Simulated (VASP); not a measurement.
# Al5Rh (F-43m) in VASP: further runs, part 2 of 2

VASP 6.6.1.

### Step 4. Relaxation of cell and atoms, PBE

INCAR

```
ALGO     = Normal         # electronic algorithm
EDIFF    = 1E-6           # SCF threshold, eV
EDIFFG   = -0.04          # ionic threshold
ENCUT    = 600            # plane-wave cutoff, eV
GGA      = PE             # functional
IBRION   = 2              # ionic algorithm
ISIF     = 3              # what is computed and relaxed
ISMEAR   = 0              # smearing method
LASPH    = True           # aspherical terms in the spheres
LCHARG   = False          # write CHGCAR
LREAL    = False          # projectors in reciprocal space
LWAVE    = False          # write WAVECAR
NELM     = 100            # most SCF steps
NSW      = 90             # ionic steps
PREC     = Accurate       # precision mode
SIGMA    = 0.1            # smearing width, eV
```

KPOINTS

```
k-points
0
Gamma
  4 4 4
```

POSCAR

```
Al5Rh
1.0
    0.0000000000      3.5016700700      3.5016700700
    3.5016700700      0.0000000000      3.5016700700
    3.5016700700      3.5016700700      0.0000000000
Al Rh
5 1
Direct
    0.2500000000      0.2500000000      0.2500000000
    0.1283094900      0.6238968400      0.6238968400
    0.6238968400      0.6238968400      0.6238968400
    0.6238968400      0.6238968400      0.1283094900
    0.6238968400      0.1283094900      0.6238968400
    0.0000000000      0.0000000000      0.0000000000
```

Potentials or basis: VASP PAW PBE potentials, release 64 (Al, Rh_pv).

Started as:

```console
$ cat potpaw_PBE.64/Al/POTCAR potpaw_PBE.64/Rh_pv/POTCAR > POTCAR
$ mpirun -np 1 vasp_std > vasp.out
```

OUTCAR:

```text
EDIFF = 1E-6
   EDIFFG = -0.04
   ENCUT = 600
   GGA = PE
   IBRION = 2
   ISIF = 3
   ISMEAR = 0
   LASPH = True
   LREAL = False
   NELM = 100
   NSW = 90
   PREC = Accurate

 ion  position               nearest neighbor table
   1  0.250  0.250  0.250-   2 2.90   5 2.90   2 2.90   4 2.90   4 2.90   5 2.90   3 2.90   3 2.90
                             3 2.90   2 2.90   4 2.90   5 2.90   6 3.03   6 3.03   6 3.03   6 3.03
   2  0.128  0.624  0.624-   3 2.45   4 2.45   5 2.45   5 2.50   4 2.50   3 2.50   1 2.90   1 2.90
                             1 2.90   6 2.91   6 2.91   6 2.91
   3  0.624  0.624  0.624-   2 2.45   4 2.45   5 2.45   2 2.50   5 2.50   4 2.50   1 2.90   1 2.90
                             1 2.90   6 2.91   6 2.91   6 2.91
   4  0.624  0.624  0.128-   2 2.45   3 2.45   5 2.45   5 2.50   2 2.50   3 2.50   1 2.90   1 2.90
                             1 2.90   6 2.91   6 2.91   6 2.91
   5  0.624  0.128  0.624-   2 2.45   3 2.45   4 2.45   2 2.50   4 2.50   3 2.50   1 2.90   1 2.90
                             1 2.90   6 2.91   6 2.91   6 2.91
   6  0.000  0.000  0.000-   2 2.91   4 2.91   5 2.91   3 2.91   3 2.91   3 2.91   2 2.91   5 2.91
                             5 2.91   2 2.91   4 2.91   4 2.91   1 3.03   1 3.03   1 3.03   1 3.03

  LATTYP: Found a face centered cubic cell.
 ALAT       =     7.0033401400

  Lattice vectors:

 A1 = (   0.0000000000,   3.5016700700,   3.5016700700)
 A2 = (   3.5016700700,   0.0000000000,   3.5016700700)
 A3 = (   3.5016700700,   3.5016700700,   0.0000000000)

Analysis of symmetry for initial positions (statically):
=====================================================================
 Subroutine PRICEL returns:
 Original cell was already a primitive cell.

 Routine SETGRP: Setting up the symmetry group for a
 face centered cubic supercell.

 Subroutine GETGRP returns: Found 24 space group operations
 (whereof 24 operations were pure point group operations)
 out of a pool of 48 trial point group operations.

The static configuration has the point symmetry T_d .

Analysis of symmetry for dynamics (positions and initial velocities):
=====================================================================
 Subroutine PRICEL returns:
 Original cell was already a primitive cell.

 Routine SETGRP: Setting up the symmetry group for a
 face centered cubic supercell.

 Subroutine GETGRP returns: Found 24 space group operations
 (whereof 24 operations were pure point group operations)
 out of a pool of 48 trial point group operations.

The dynamic configuration has the point symmetry T_d .

 Subroutine INISYM returns: Found 24 space group operations
 (whereof 24 operations are pure point group operations),
[... 101 lines left out ...]
   EFERMI =   0.00;   METHOD = LEGACY
   ISMEAR =     0;   SIGMA  =   0.10  broadening in eV -4-tet -1-fermi 0-gaus
   EFERMI_NEDOS =   21; number of points for ismear=-14 and -15
   IALGO  =     38    algorithm
   IMIX   =      4    mixing-type and parameters
     AMIX     =   0.40;   BMIX     =  1.00
     AMIX_MAG =   1.60;   BMIX_MAG =  1.00
  volume/ion in A,a.u.               =      14.31        96.58
  Fermi-wavevector in a.u.,A,eV,Ry     =   1.153002  2.178858 18.087767  1.329413
  Thomas-Fermi vector in A             =   2.289649
   LORBIT       =      0    0 simple, 1 ext, 2 COOP (PROOUT), +10 PAW based schemes
   GGA     = PE    functional components
   LHFCALC =     F    Hartree Fock is set to
   AEXX    =    0.0000 exact exchange contribution
   IVDW    =     0    specifies the selected vdW correction
   LEPSILON=     F    determine dielectric tensor
   LRPA    =     F    only Hartree local field effects (RPA)
 conjugate gradient relaxation of ions
 non-spin polarized calculation
 Gauss-broadening in eV      SIGMA  =   0.10
  energy-cutoff  :      600.00
  volume of cell :       85.87
 maximum number of plane-waves:      2884
   NGX = 19   NGY = 19   NGZ = 19

--------------------------------------- Ionic step        1  -------------------------------------------

 number of electron      29.9999999 magnetization

 Free energy of the ion-electron system (eV)
  ---------------------------------------------------
  ext. energy  EPLUGINS =         0.00000000
  ---------------------------------------------------
  free energy    TOTEN  =       -25.35558754 eV

  energy without entropy =      -25.31837458  energy(sigma->0) =      -25.33698106

 E-fermi :  10.2665     XC(G=0): -11.2040

 val. band max:       10.2616111335   @ k =   0.0000   0.0000   0.0000
 cond. band min:      10.2712368868   @ k =   0.5000   0.2500   0.0000
 fundamental gap:      0.0096257534
 Fermi energy:        10.2664965075

 k-point     1 :       0.0000    0.0000    0.0000
  band No.  band energies     occupation
      1     -36.5179      2.00000
      2     -36.5179      2.00000
      3     -36.5179      2.00000
      4      -2.0053      2.00000
      5       4.8058      2.00000
      6       5.1938      2.00000
[... 364 lines left out ...]
--------------------------------------- Ionic step        6  -------------------------------------------

 number of electron      30.0000005 magnetization

 Free energy of the ion-electron system (eV)
  ---------------------------------------------------
  ext. energy  EPLUGINS =         0.00000000
  ---------------------------------------------------
  free energy    TOTEN  =       -25.72329220 eV

  energy without entropy =      -25.67742742  energy(sigma->0) =      -25.70035981

 E-fermi :   8.8460     XC(G=0): -10.7358

 val. band max:        8.8267185391   @ k =   0.0000   0.0000   0.0000
 cond. band min:       8.8573469375   @ k =   0.5000   0.2500   0.0000
 fundamental gap:      0.0306283984
 Fermi energy:         8.8459872458

 k-point     1 :       0.0000    0.0000    0.0000
  band No.  band energies     occupation
      1     -37.5656      2.00000
      2     -37.5656      2.00000
      3     -37.5656      2.00000
      4      -2.5605      2.00000
      5       3.7525      2.00000
      6       4.3547      2.00000
[... 198 lines left out ...]
  FREE ENERGIE OF THE ION-ELECTRON SYSTEM (eV)
  ---------------------------------------------------
  free  energy   TOTEN  =       -25.7232921972 eV

  energy  without entropy=      -25.6774274158  energy(sigma->0) =      -25.70035981

 reached required accuracy - stopping structural energy minimisation
```

OSZICAR:

```text
N       E                     dE             d eps       ncg     rms          rms(c)
DAV:   1     0.131460001435E+03    0.13146E+03   -0.16042E+04   360   0.156E+03
DAV:   2    -0.187047455162E+02   -0.15016E+03   -0.14483E+03   330   0.293E+02
DAV:   3    -0.266903035516E+02   -0.79856E+01   -0.75127E+01   399   0.513E+01
[... 62 lines left out ...]
DAV:   3    -0.257232782054E+02    0.21652E-02   -0.96542E-03   354   0.747E-01    0.223E-02
DAV:   4    -0.257232945886E+02   -0.16383E-04   -0.36729E-04   352   0.109E-01    0.173E-02
DAV:   5    -0.257232910592E+02    0.35294E-05   -0.25817E-05   363   0.415E-02    0.568E-03
DAV:   6    -0.257232920714E+02   -0.10122E-05   -0.11060E-06   175   0.757E-03    0.128E-03
DAV:   7    -0.257232921972E+02   -0.12577E-06   -0.10413E-07   152   0.248E-03
   6 F= -.25723292E+02 E0= -.25700360E+02  d E =-.149999E-02
```

CONTCAR:

```text
Al5Rh
   1.00000000000000
    -0.0000000000000000    3.6347139246244242    3.6347139246244242
     3.6347139246244242   -0.0000000000000000    3.6347139246244242
     3.6347139246244242    3.6347139246244242   -0.0000000000000000
  Al              Rh
     5     1
Direct
     0.2500000000000000    0.2500000000000000    0.2500000000000000
     0.1246211060988823    0.6251263013003727    0.6251263013003727
     0.6251263013003727    0.6251263013003727    0.6251263013003727
     0.6251263013003727    0.6251263013003727    0.1246211060988823
     0.6251263013003727    0.1246211060988823    0.6251263013003727
     0.0000000000000000    0.0000000000000000    0.0000000000000000

  0.00000000E+00  0.00000000E+00  0.00000000E+00
  0.00000000E+00  0.00000000E+00  0.00000000E+00
  0.00000000E+00  0.00000000E+00  0.00000000E+00
  0.00000000E+00  0.00000000E+00  0.00000000E+00
  0.00000000E+00  0.00000000E+00  0.00000000E+00
  0.00000000E+00  0.00000000E+00  0.00000000E+00
```

Wall time 4 min (1 thread of AMD EPYC 7R13, shared host); peak memory 0.21 GiB.

Results:

```
Free energy                            : -25.7233 eV
Relaxed volume                         : 16.01 Å³/atom
Relaxed cell                           : a = 5.140 Å, b = 5.140 Å, c = 5.140 Å, α = 60.00°, β = 60.00°, γ = 60.00°
Space group after relaxing (to 0.05 Å) : F-43m (No. 216)
Energy gained by relaxing              : 61.3 meV/atom
Ionic steps                            : 6
Pressure after relaxing                : -0.2 GPa
Largest force after relaxing           : 0.012 eV/Å
Band gap on the k mesh                 : zero (band 15 reaches 10.38 eV, above the bottom of band 16 at 8.09 eV)
```

Forces on the atoms (eV/Å):
```
Al   0.000  0.000  0.000
Al  -0.007  0.007  0.007
Al  -0.007 -0.007 -0.007
Al   0.007  0.007 -0.007
Al   0.007 -0.007  0.007
Rh   0.000  0.000  0.000
```

Step by step:
```
step  energy change (eV)  largest force (eV/Å)  pressure (GPa)  volume (Å³)
   1              0.0000                0.5725           12.61        85.87
   2             -0.2978                0.3455           -3.83       100.65
   3             -0.3663                0.1503            0.20        95.64
   4             -0.3662                0.1599            0.03        95.84
   5             -0.3674                0.0554           -0.29        96.13
   6             -0.3677                0.0118           -0.17        96.04
```

Final structure:
```
Al Rh
1.0
     0.00000    3.63471    3.63471
     3.63471    0.00000    3.63471
     3.63471    3.63471    0.00000
Al Rh
5 1
Cartesian
  1.8174 1.8174 1.8174
  4.5443 2.7251 2.7251
  4.5443 4.5443 4.5443
  2.7251 2.7251 4.5443
  2.7251 4.5443 2.7251
  0.0000 0.0000 0.0000
```

Caveat: the k points lie up to 0.37 Å⁻¹ apart in the final cell.

### Step 5. Overview

| task | cell | cutoff (eV) | gap on the mesh (eV) | pressure (GPa) | largest force (eV/Å) |
| --- | --- | --- | --- | --- | --- |
| single point | a = 4.952 Å, angles 60.0°, 6 atoms | 520 | none | 12.7 | 0.57 |
| single point | a = 5.137 Å, angles 60.0°, 6 atoms | 520 | none | 0.0 | 0.01 |
| relaxation of cell and atoms | relaxed from a = 4.952 Å, angles 60.0°, 6 atoms | 600 | none | -0.2 | 0.01 |

Alike in all rows: level PBE; potentials or basis VASP PAW PBE potentials, release 64 (Al, Rh_pv); no spin polarisation; k mesh 4 × 4 × 4; smearing gaussian 0.1 eV.

Caveats: all runs use coarse meshes.

Absolute energies hang on the potentials; compare differences alone.
